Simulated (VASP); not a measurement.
# NdHf (P4/nmm) in VASP: further runs, part 2 of 2

VASP 6.6.1.

### 3 Relaxation of shape and atoms at fixed volume, PBE (28.93 Å³/atom)

This run uses another cell than the first one, of 28.93 Å³/atom.

INCAR

```
PREC     = Accurate       # precision mode
ENCUT    = 500            # plane-wave cutoff, eV
EDIFF    = 1E-7           # SCF threshold, eV
ISMEAR   = 0              # smearing method
SIGMA    = 0.1            # smearing width, eV
LREAL    = False          # projectors in reciprocal space
LASPH    = True           # aspherical terms in the spheres
NELM     = 200            # most SCF steps
ALGO     = Normal         # electronic algorithm
ISIF     = 4              # what is computed and relaxed
LWAVE    = False          # write WAVECAR
LCHARG   = False          # write CHGCAR
GGA      = PE             # functional
IBRION   = 2              # ionic algorithm
NSW      = 50             # ionic steps
EDIFFG   = -0.01          # ionic threshold
GGA_COMPAT= False        
NELMIN   = 4            
LMAXMIX  = 6              # l up to which the mixer works
```

KPOINTS

```
regular mesh
0
Gamma
  10 10 4
```

POSCAR

```
NdHf
1.0
    3.3442460742      0.0000000000      0.0000000000
    0.0000000000      3.3442460742      0.0000000000
    0.0000000000      0.0000000000     10.3474680105
Nd Hf
2 2
Direct
    0.0000000000      0.5000000000      0.1502921724
    0.5000000000      0.0000000000      0.8497078276
    0.0000000000      0.5000000000      0.5996180370
    0.5000000000      0.0000000000      0.4003819630
```

Potentials or basis: VASP PAW PBE potentials, release 64 (Nd_3, Hf_pv), 4f in core.

Started as:

```console
> cat potpaw_PBE.64/Nd_3/POTCAR potpaw_PBE.64/Hf_pv/POTCAR > POTCAR
> mpirun -np 1 vasp_std > vasp.out
```

OUTCAR:

```text
PREC = Accurate
   ENCUT = 500
   EDIFF = 1E-7
   ISMEAR = 0
   LREAL = False
   LASPH = True
   NELM = 200
   ISIF = 4
   GGA = PE
   IBRION = 2
   NSW = 50
   EDIFFG = -0.01
   NELMIN = 4

 ion  position               nearest neighbor table
   1  0.000  0.500  0.150-   4 3.51   4 3.51   4 3.51   4 3.51
   2  0.500  0.000  0.850-   3 3.51   3 3.51   3 3.51   3 3.51
   3  0.000  0.500  0.600-   4 3.14   4 3.14   4 3.14   4 3.14   2 3.51   2 3.51   2 3.51   2 3.51

   4  0.500  0.000  0.400-   3 3.14   3 3.14   3 3.14   3 3.14   1 3.51   1 3.51   1 3.51   1 3.51

  LATTYP: Found a simple tetragonal cell.
 ALAT       =     3.3442460742
 C/A-ratio  =     3.0941108342

  Lattice vectors:

 A1 = (   3.3442460742,   0.0000000000,   0.0000000000)
 A2 = (   0.0000000000,   3.3442460742,   0.0000000000)
 A3 = (   0.0000000000,   0.0000000000,  10.3474680105)

Analysis of symmetry for initial positions (statically):
=====================================================================
 Subroutine PRICEL returns:
 Original cell was already a primitive cell.

 Routine SETGRP: Setting up the symmetry group for a
 simple tetragonal supercell.

 Subroutine GETGRP returns: Found 16 space group operations
 (whereof  8 operations were pure point group operations)
 out of a pool of 16 trial point group operations.

The static configuration has the point symmetry D_2d.
 The point group associated with its full space group is D_4h.

Analysis of symmetry for dynamics (positions and initial velocities):
=====================================================================
 Subroutine PRICEL returns:
 Original cell was already a primitive cell.

 Routine SETGRP: Setting up the symmetry group for a
 simple tetragonal supercell.

 Subroutine GETGRP returns: Found 16 space group operations
 (whereof  8 operations were pure point group operations)
 out of a pool of 16 trial point group operations.

The dynamic configuration has the point symmetry D_2d.
[... 131 lines left out ...]
   AEXX    =    0.0000 exact exchange contribution
   IVDW    =     0    specifies the selected vdW correction
   LEPSILON=     F    determine dielectric tensor
   LRPA    =     F    only Hartree local field effects (RPA)
 conjugate gradient relaxation of ions
 non-spin polarized calculation
 Gauss-broadening in eV      SIGMA  =   0.10
  energy-cutoff  :      500.00
  volume of cell :      115.73
 maximum number of plane-waves:      2984
   NGX = 13   NGY = 13   NGZ = 37

--------------------------------------- Ionic step        1  -------------------------------------------

 number of electron      41.9999992 magnetization

 Free energy of the ion-electron system (eV)
  ---------------------------------------------------
  ext. energy  EPLUGINS =         0.00000000
  ---------------------------------------------------
  free energy    TOTEN  =       -28.68820431 eV

  energy without entropy =      -28.65509008  energy(sigma->0) =      -28.67164719

------------------------ aborting loop because EDIFF is reached ----------------------------------------

  FORCE on cell =-STRESS in cart. coord.  units (eV):
  Direction    XX          YY          ZZ          XY          YZ          ZX
  --------------------------------------------------------------------------------------
  -------------------------------------------------------------------------------------
  Total       -1.2518424     -1.2518424     -1.0905626      0.0000000      0.0000000      0.0000000
  in kB      -17.3312425    -17.3312425    -15.0983902      0.0000000      0.0000000      0.0000000
  external PRESSURE =     -16.5869584 kB  Pullay stress =       0.0000000 kB
[... 291 lines left out ...]
--------------------------------------- Ionic step        9  -------------------------------------------

 number of electron      41.9999998 magnetization

 Free energy of the ion-electron system (eV)
  ---------------------------------------------------
  ext. energy  EPLUGINS =         0.00000000
  ---------------------------------------------------
  free energy    TOTEN  =       -28.69471973 eV

  energy without entropy =      -28.66163385  energy(sigma->0) =      -28.67817679

 E-fermi :   3.8324     XC(G=0): -10.2943

 val. band max:        3.8222799150   @ k =   0.2000   0.1000   0.2500
 cond. band min:       3.8461639746   @ k =   0.2000   0.0000   0.5000
 fundamental gap:      0.0238840596
 Fermi energy:         3.8323729619

 k-point     1 :       0.0000    0.0000    0.0000
  band No.  band energies     occupation
      1     -33.9319      2.00000
      2     -33.8993      2.00000
      3     -27.0571      2.00000
      4     -26.8583      2.00000
      5     -26.8583      2.00000
      6     -26.7025      2.00000
[... 661 lines left out ...]
     24       4.7428      0.00000
     25       4.9706      0.00000

 [... further k-points ...]

------------------------ aborting loop because EDIFF is reached ----------------------------------------

  FORCE on cell =-STRESS in cart. coord.  units (eV):
  Direction    XX          YY          ZZ          XY          YZ          ZX
  --------------------------------------------------------------------------------------
  -------------------------------------------------------------------------------------
  Total       -0.9212064     -0.9212064     -0.9201222      0.0000000      0.0000000      0.0000000
  in kB      -12.7537234    -12.7537234    -12.7387133      0.0000000      0.0000000      0.0000000
  external PRESSURE =     -12.7487200 kB  Pullay stress =       0.0000000 kB
[... 19 lines left out ...]
  FREE ENERGIE OF THE ION-ELECTRON SYSTEM (eV)
  ---------------------------------------------------
  free  energy   TOTEN  =       -28.6947197326 eV

  energy  without entropy=      -28.6616338454  energy(sigma->0) =      -28.67817679

 reached required accuracy - stopping structural energy minimisation
```

OSZICAR:

```text
N       E                     dE             d eps       ncg     rms          rms(c)
DAV:   1     0.270184979863E+03    0.27018E+03   -0.21728E+04  3150   0.153E+03
DAV:   2    -0.118933342759E+02   -0.28208E+03   -0.27931E+03  3618   0.383E+02
DAV:   3    -0.294378331001E+02   -0.17544E+02   -0.17144E+02  5460   0.634E+01
[... 80 lines left out ...]
DAV:   2    -0.286947195670E+02   -0.61400E-04   -0.38452E-03  3724   0.302E-01    0.472E-02
DAV:   3    -0.286947250309E+02   -0.54640E-05   -0.39006E-04  4999   0.624E-02    0.409E-02
DAV:   4    -0.286947191344E+02    0.58965E-05   -0.50239E-05  4031   0.192E-02    0.114E-02
DAV:   5    -0.286947194206E+02   -0.28621E-06   -0.35770E-06  4270   0.117E-02    0.497E-03
DAV:   6    -0.286947197061E+02   -0.28552E-06   -0.13559E-06  4290   0.518E-03    0.269E-03
DAV:   7    -0.286947197326E+02   -0.26460E-07   -0.24931E-07  2658   0.196E-03
   9 F= -.28694720E+02 E0= -.28678177E+02  d E =-.219841E-03
```

Run time: 12 min. Hardware: 1 thread of Intel Xeon Platinum 8488C (Sapphire Rapids), shared host; peak memory 0.37 GiB.

What came out:

- Free energy: -28.6947 eV
- Energy gained by relaxing: 1.6 meV/atom
- Ionic steps: 9
- Pressure after relaxing: -1.3 GPa
- Band gap on the k mesh: zero (bands 21 and 22 overlap by 1.30 eV)

Step by step:
| step | energy change (eV) | largest force (eV/Å) | pressure (GPa) | volume (Å³) |
| --- | --- | --- | --- | --- |
| 1 | 0.0000 | 0.1903 | -1.66 | 115.73 |
| 2 | -0.0031 | 0.1165 | -1.56 | 115.73 |
| 3 | -0.0053 | 0.0355 | -1.38 | 115.73 |
| 4 | -0.0053 | 0.0358 | -1.37 | 115.73 |
| 5 | -0.0059 | 0.0324 | -1.35 | 115.73 |
| 6 | -0.0063 | 0.0276 | -1.32 | 115.73 |
| 7 | -0.0063 | 0.0271 | -1.31 | 115.73 |
| 8 | -0.0064 | 0.0167 | -1.30 | 115.73 |
| 9 | -0.0065 | 0.0015 | -1.27 | 115.73 |

Final structure:
```
Nd Hf
1.0
     3.32800    0.00000    0.00000
     0.00000    3.32800    0.00000
     0.00000    0.00000   10.44873
Nd Hf
2 2
Direct
  0.00000 0.50000 0.15207
  0.50000 0.00000 0.84793
  0.00000 0.50000 0.59711
  0.50000 0.00000 0.40289
```

Caveat: spin-orbit coupling is left out, which moves the levels of the heavy elements; the 4f electrons are frozen in the core, so they carry no moment and show no levels. Spin polarisation is off, so any magnetic state and its effect on volume and gap are missing.

### 4 Relaxation of shape and atoms at fixed volume, PBE (29.77 Å³/atom)

This run uses another cell than the first one, of 29.77 Å³/atom.

INCAR

```
PREC     = Accurate       # precision mode
ENCUT    = 500            # plane-wave cutoff, eV
EDIFF    = 1E-7           # SCF threshold, eV
ISMEAR   = 0              # smearing method
SIGMA    = 0.1            # smearing width, eV
LREAL    = F              # projectors in reciprocal space
LASPH    = T              # aspherical terms in the spheres
NELM     = 200            # most SCF steps
ALGO     = Normal         # electronic algorithm
ISIF     = 4              # what is computed and relaxed
LWAVE    = F              # write WAVECAR
LCHARG   = F              # write CHGCAR
GGA      = PE             # functional
IBRION   = 2              # ionic algorithm
NSW      = 50             # ionic steps
EDIFFG   = -0.01          # ionic threshold
GGA_COMPAT= F            
NELMIN   = 4            
LMAXMIX  = 6              # l up to which the mixer works
```

KPOINTS

```
Automatic mesh
0
Gamma
  10 10 4
```

POSCAR

```
NdHf
1.0
    3.3701101438      0.0000000000      0.0000000000
    0.0000000000      3.3701101438      0.0000000000
    0.0000000000      0.0000000000     10.4860275626
Nd Hf
2 2
Direct
    0.0000000000      0.5000000000      0.1522988692
    0.5000000000      0.0000000000      0.8477011308
    0.0000000000      0.5000000000      0.5980539386
    0.5000000000      0.0000000000      0.4019460614
```

Started as:

```console
> cat potpaw_PBE.64/Nd_3/POTCAR potpaw_PBE.64/Hf_pv/POTCAR > POTCAR
> mpirun -np 1 vasp_std > vasp.out
```

Wall time 16 min (1 thread of Intel Xeon Platinum 8488C (Sapphire Rapids), shared host); peak memory 0.34 GiB.

It converged, with:

```yaml
Free_energy: -28.6543 eV
Energy_gained_by_relaxing: 1.6 meV/atom
Ionic_steps: 9
Pressure_after_relaxing: -2.6 GPa
Band_gap_on_the_k_mesh: zero (bands 21 and 22 overlap by 1.20 eV)
```

Forces on the atoms (eV/Å):
```
Nd   0.000  0.000  0.000
Nd   0.000  0.000  0.000
Hf   0.000  0.000 -0.002
Hf   0.000  0.000  0.002
```

Step by step:
| step | energy change (eV) | largest force (eV/Å) | pressure (GPa) | volume (Å³) |
| --- | --- | --- | --- | --- |
| 1 | 0.0000 | 0.1750 | -2.96 | 119.10 |
| 2 | -0.0029 | 0.1110 | -2.87 | 119.10 |
| 3 | -0.0053 | 0.0385 | -2.69 | 119.10 |
| 4 | -0.0054 | 0.0390 | -2.67 | 119.10 |
| 5 | -0.0059 | 0.0355 | -2.66 | 119.10 |
| 6 | -0.0062 | 0.0309 | -2.64 | 119.10 |
| 7 | -0.0062 | 0.0302 | -2.64 | 119.10 |
| 8 | -0.0064 | 0.0193 | -2.62 | 119.10 |
| 9 | -0.0065 | 0.0024 | -2.59 | 119.10 |

Final structure:
```
Nd Hf
1.0
     3.35239    0.00000    0.00000
     0.00000    3.35239    0.00000
     0.00000    0.00000   10.59718
Nd Hf
2 2
Direct
  0.00000 0.50000 0.15439
  0.50000 0.00000 0.84561
  0.00000 0.50000 0.59570
  0.50000 0.00000 0.40430
```

Levels at points of the mesh, in eV from the Fermi level:
```csv
k point,band 17,band 18,band 19,band 20,band 21,band 22,band 23,band 24,band 25
"(0.00, 0.00, 0.00)",-2.88,-2.24,-1.70,-0.51,-0.48,0.50,0.97,1.11,1.50
"(0.50, 0.00, 0.00)",-1.36,-1.36,-0.50,-0.50,0.25,0.25,1.16,1.16,1.20
"(0.50, 0.50, 0.00)",-1.53,-1.53,-1.47,-1.47,-0.07,-0.07,0.00,0.00,2.44
"(0.00, 0.00, 0.50)",-2.50,-2.10,-1.66,-0.85,-0.07,0.47,1.00,1.52,1.55
"(0.50, 0.00, 0.50)",-1.56,-1.56,-0.07,-0.07,0.25,0.25,0.94,0.94,1.18
"(0.50, 0.50, 0.50)",-1.81,-1.81,-1.27,-1.27,-0.88,-0.88,0.98,0.98,2.42
```

Caveat: spin-orbit coupling is left out, which moves the levels of the heavy elements; the 4f electrons are frozen in the core, so they carry no moment and show no levels. Spin polarisation is off, so any magnetic state and its effect on volume and gap are missing.

### 5 Summary

```tsv
task	cell	gap on the mesh (eV)	pressure (GPa)
relaxation of cell and atoms	relaxed from a = 3.311, b = 3.311, c = 10.246 Å, 4 atoms, atomic positions A	none	0.0
relaxation of shape and atoms at fixed volume	relaxed from a = 3.344, b = 3.344, c = 10.347 Å, 4 atoms, atomic positions A	none	-1.3
relaxation of shape and atoms at fixed volume	relaxed from a = 3.370, b = 3.370, c = 10.486 Å, 4 atoms, atomic positions B	none	-2.6
```

Alike in all rows: level PBE; potentials or basis VASP PAW PBE potentials, release 64 (Nd_3, Hf_pv), 4f in core; no spin polarisation; k mesh 10 × 10 × 4; cutoff (eV) 500; smearing gaussian 0.1 eV.

Caveats: spin-orbit coupling is left out, which moves the levels of the heavy elements; the 4f electrons are frozen in the core, so they carry no moment and show no levels.

Absolute energies hang on the potentials; compare differences alone.
